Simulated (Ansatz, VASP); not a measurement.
## GaP: VASP beside Ansatz

```
Ga P
1.0
     0.00000    2.85420    2.85420
     2.85420    0.00000    2.85420
     2.85420    2.85420    0.00000
Ga P
1 1
Direct
  0.00000 0.00000 0.00000
  0.75000 0.75000 0.75000
```

Alike in both runs: task single point; functional PBE; k mesh 8 × 8 × 8; occupations gaussian, width 0.02 eV; no spin polarisation.

```csv
,VASP,Ansatz
version,VASP 6.6.1,Ansatz 0.2.0
potentials or method,"VASP PAW PBE potentials, release 64 (Ga_d, P), cutoff 520 eV","scalar-relativistic, plane waves, PAW"
valence electrons in the cell,18,18
```

|  | VASP | Ansatz | Ansatz less VASP |
| --- | --- | --- | --- |
| gap on the k mesh at the Fermi level (eV) | 0.72 | 0.72 | +0.005 |
| least direct gap on the mesh (eV) | 0.72 | 0.72 | +0.005 |
| pressure (GPa) | -6.5 | -6.5 | +0.03 |

The functional is the same, so the differences come from potentials, cutoffs and numerics.
